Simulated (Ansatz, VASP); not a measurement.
**Y in VASP and in Ansatz**

```
CELL_PARAMETERS angstrom
5.63413 0.00000 0.00000
-2.81707 4.87930 0.00000
0.00000 0.00000 3.52569
ATOMIC_POSITIONS crystal
Y 0.00000 0.00000 0.00000
Y 0.33333 0.66667 0.50000
Y 0.66667 0.33333 0.50000
```

Alike in both runs: functional PBE; k mesh 3 × 3 × 6; occupations gaussian, width 0.1 eV; no spin polarisation.

Ansatz relaxed the structure, and its values are those at the end. VASP's run is a single point on that final structure, the one shown.

|  | VASP | Ansatz |
| --- | --- | --- |
| version | VASP 6.6.1 | Ansatz 0.2.0 |
| potentials or method | VASP PAW PBE potentials, release 64 (Y_sv), cutoff 520 eV | scalar-relativistic, plane waves, PAW |
| valence electrons in the cell | 33 | 33 |

Ansatz gave:

```
gap on the k mesh at the Fermi level (eV) : none
pressure (GPa)                            : 0.0
```

**Question.** Estimate VASP's values.

**Answer.** gap on the k mesh at the Fermi level (eV): none; pressure (GPa): -0.1.

A gap of «none» marks a metal or a gap that the smearing closes. The functional is the same, so the differences come from potentials, cutoffs and numerics.

The k mesh is coarse, so the values compare programs but aren't converged.
